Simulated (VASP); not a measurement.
# Al2Cu (P-6m2) in VASP: a series of runs, part 2 of 2

VASP 6.6.1.

## Step 5: Single point, PBE

This run uses another cell than the first one, of 14.72 Å³/atom.

The input, INCAR:

```
PREC = Accurate
ENCUT = 520
EDIFF = 1E-6
ISMEAR = 0
SIGMA = 0.1
LREAL = False
LASPH = True
NELM = 100
ALGO = Fast
ISIF = 2
LWAVE = False
LCHARG = False
GGA = PE
NBANDS = 26
```

The input, KPOINTS:

```
regular mesh
0
Gamma
  18 18 4
```

The input, POSCAR:

```
Al2Cu
1.0
    2.7951691068      0.0000000000      0.0000000000
   -1.3975845534      2.4206874544      0.0000000000
    0.0000000000      0.0000000000     13.0496440699
Al Cu
4 2
Direct
    0.3333333333      0.6666666667      0.0000000000
    0.6666666667      0.3333333333      0.8147635269
    0.6666666667      0.3333333333      0.1852364731
    0.6666666667      0.3333333333      0.5000000000
    0.3333333333      0.6666666667      0.6554556434
    0.3333333333      0.6666666667      0.3445443566
```

Potentials or basis: VASP PAW PBE potentials, release 64 (Al, Cu).

Launch:

```sh
$ cat potpaw_PBE.64/Al/POTCAR potpaw_PBE.64/Cu/POTCAR > POTCAR
$ mpirun -np 1 vasp_std > vasp.out
```

OUTCAR:

```text
PREC = Accurate
   ENCUT = 520
   EDIFF = 1E-6
   ISMEAR = 0
   LREAL = False
   LASPH = True
   NELM = 100
   ISIF = 2
   GGA = PE

 ion  position               nearest neighbor table
   1  0.333  0.667  0.000-   2 2.91   3 2.91   2 2.91   3 2.91   2 2.91   3 2.91
   2  0.667  0.333  0.815-   5 2.63   5 2.63   5 2.63   1 2.91   1 2.91   1 2.91
   3  0.667  0.333  0.185-   6 2.63   6 2.63   6 2.63   1 2.91   1 2.91   1 2.91
   4  0.667  0.333  0.500-   5 2.59   6 2.59   5 2.59   6 2.59   5 2.59   6 2.59
   5  0.333  0.667  0.655-   4 2.59   4 2.59   4 2.59   2 2.63   2 2.63   2 2.63
[... 906 lines left out ...]
  -------------------------------------------------------------------------------------
  Total        0.1451411      0.1451411      0.2084352      0.0000000     -0.0000000      0.0000000
  in kB        2.6336352      2.6336352      3.7821268      0.0000000     -0.0000000      0.0000000
  external PRESSURE =       3.0164657 kB  Pullay stress =       0.0000000 kB

 VOLUME and BASIS-vectors are now :
 -----------------------------------------------------------------------------
  energy-cutoff  :      520.00
  volume of cell :       88.30
      direct lattice vectors                 reciprocal lattice vectors
     2.795169107  0.000000000  0.000000000     0.357760107  0.206552894  0.000000000
    -1.397584553  2.420687454  0.000000000     0.000000000  0.413105789  0.000000000
     0.000000000  0.000000000 13.049644070     0.000000000  0.000000000  0.076630443

 POSITION                                       TOTAL-FORCE (eV/Angst)
 -----------------------------------------------------------------------------------
     -0.00000      1.61379      0.00000        -0.000000     -0.000000      0.000000
      1.39758      0.80690     10.63237         0.000000     -0.000000      0.014407
      1.39758      0.80690      2.41727        -0.000000     -0.000000     -0.014407
      1.39758      0.80690      6.52482        -0.000000     -0.000000      0.000000
     -0.00000      1.61379      8.55346        -0.000000      0.000000      0.011002
     -0.00000      1.61379      4.49618         0.000000      0.000000     -0.011002
 -----------------------------------------------------------------------------------
    total drift:                                0.000000     -0.000000     -0.000000

  FREE ENERGIE OF THE ION-ELECTRON SYSTEM (eV)
  ---------------------------------------------------
  free  energy   TOTEN  =       -22.7745982710 eV

  energy  without entropy=      -22.7647780257  energy(sigma->0) =      -22.76968815
```

OSZICAR:

```text
N       E                     dE             d eps       ncg     rms          rms(c)
DAV:   1     0.185364969285E+03    0.18536E+03   -0.13658E+04  5772   0.147E+03
DAV:   2    -0.155466208787E+02   -0.20091E+03   -0.18970E+03  5794   0.284E+02
[... 10 lines left out ...]
RMM:  13    -0.227742609104E+02    0.90246E-03   -0.90661E-03  7136   0.113E+00    0.729E-02
RMM:  14    -0.227747322354E+02   -0.47132E-03   -0.35762E-03  7757   0.306E-01    0.110E-01
RMM:  15    -0.227747172652E+02    0.14970E-04   -0.47687E-04  8161   0.181E-01    0.883E-02
RMM:  16    -0.227746995980E+02    0.17667E-04   -0.11732E-04  7857   0.606E-02    0.793E-02
RMM:  17    -0.227746009096E+02    0.98688E-04   -0.33118E-04  8479   0.187E-01    0.343E-02
RMM:  18    -0.227745980656E+02    0.28440E-05   -0.13899E-05  6865   0.245E-02    0.674E-03
RMM:  19    -0.227745982710E+02   -0.20538E-06   -0.79488E-06  6691   0.328E-02
   1 F= -.22774598E+02 E0= -.22769688E+02  d E =-.982025E-02
```

stdout:

```text
POSCAR found type information on POSCAR AlCu
 POSCAR found :  2 types and       6 ions
 scaLAPACK will be used
 LDA part: xc-table for (Slater+PW92), standard interpolation
 POSCAR, INCAR and KPOINTS ok, starting setup
 FFT: planning ... GRIDC
 FFT: planning ... GRID_SOFT
 FFT: planning ... GRID
 WAVECAR not read
 entering main loop
```

Wall time 10 min (1 thread of Intel Xeon Platinum 8375C at 2.90GHz (Ice Lake), shared host); peak memory 0.38 GiB.

What came out:

```
Free energy            : -22.7746 eV
Pressure               : 0.3 GPa
Largest force          : 0.014 eV/Å
Band gap on the k mesh : zero (bands 17 and 18 overlap by 2.61 eV)
```

Forces in eV/Å, atoms in the order of the input:
```
Al   0.000  0.000  0.000
Al   0.000  0.000  0.014
Al   0.000  0.000 -0.014
Al   0.000  0.000  0.000
Cu   0.000  0.000  0.011
Cu   0.000  0.000 -0.011
```

## Step 6: Single point, PBE

This run uses another cell than the first one, of 14.72 Å³/atom.

The input, INCAR:

```
SYSTEM = Al2Cu
PREC = Accurate ; ENCUT = 520
EDIFF = 1E-6 ; ISMEAR = 0
SIGMA = 0.1 ; LREAL = .False.
LASPH = .True. ; NELM = 60
ALGO = Fast ; ISIF = 2
LWAVE = .False. ; LCHARG = .False.
GGA = PE ; NBANDS = 26
```

The input, KPOINTS:

```
Automatic mesh
0
Gamma
  18 18 4
  0 0 0
```

POSCAR is that of step 5.

Potentials or basis: VASP PAW PBE potentials, release 64 (Al, Cu).

Launch:

```sh
$ cat potpaw_PBE.64/Al/POTCAR potpaw_PBE.64/Cu/POTCAR > POTCAR
$ mpirun -np 1 vasp_std > vasp.out
```

Run time: 9.1 min. Hardware: 1 thread of Intel Xeon Platinum 8375C at 2.90GHz (Ice Lake), shared host; peak memory 0.37 GiB.

The run converged. Its results:

- Free energy: -22.7746 eV
- Pressure: 0.3 GPa
- Largest force: 0.014 eV/Å
- Band gap on the k mesh: zero (bands 17 and 18 overlap by 2.61 eV)

Forces on the atoms (eV/Å):
```
Al   0.000  0.000  0.000
Al   0.000  0.000  0.014
Al   0.000  0.000 -0.014
Al   0.000  0.000  0.000
Cu   0.000  0.000  0.011
Cu   0.000  0.000 -0.011
```

Stress tensor (GPa, compression positive):
```
0.26 0.00 0.00
0.00 0.26 0.00
0.00 0.00 0.38
```

Levels at points of the mesh, in eV from the Fermi level:
```
           k point  band 13  band 14  band 15  band 16  band 17  band 18  band 19  band 20  band 21  band 22
(0.00, 0.00, 0.00)    -3.14    -3.14    -3.12    -3.12    -1.71     3.15     3.52     9.40    11.29    11.87
(0.50, 0.00, 0.00)    -2.62    -2.58    -2.58    -2.23    -0.94    -0.71     0.00     0.76     2.36     3.36
(0.00, 0.00, 0.50)    -3.14    -3.14    -3.12    -3.12    -0.60     1.14     6.08     7.15    11.95    11.95
(0.50, 0.00, 0.50)    -2.58    -2.58    -2.36    -1.86    -1.55    -0.95     1.16     1.36     1.49     1.74
```

## Step 7: Overview

| task | cell | k mesh | cutoff (eV) | gap on the mesh (eV) | pressure (GPa) | largest force (eV/Å) |
| --- | --- | --- | --- | --- | --- | --- |
| single point | a = 2.764, b = 2.764, c = 13.308 Å, angles 90.0, 90.0, 120.0°, 6 atoms, atomic positions A | 6 × 6 × 2 | 520 | none | 0.2 | 0.89 |
| single point | a = 2.865, b = 2.865, c = 12.500 Å, angles 90.0, 90.0, 120.0°, 6 atoms, atomic positions B | 6 × 6 × 2 | 520 | none | 0.2 | 0.04 |
| relaxation of cell and atoms | relaxed from a = 2.764, b = 2.764, c = 13.308 Å, angles 90.0, 90.0, 120.0°, 6 atoms, atomic positions A | 6 × 6 × 2 | 600 | none | 0.1 | 0.02 |
| single point | a = 2.795, b = 2.795, c = 13.050 Å, angles 90.0, 90.0, 120.0°, 6 atoms, atomic positions C | 18 × 18 × 4 | 520 | none | 0.3 | 0.01 |

Alike in all rows: level PBE; potentials or basis VASP PAW PBE potentials, release 64 (Al, Cu); no spin polarisation; smearing gaussian 0.1 eV.

Caveats: some runs use coarse meshes.

Absolute energies hang on the potentials; compare differences alone.
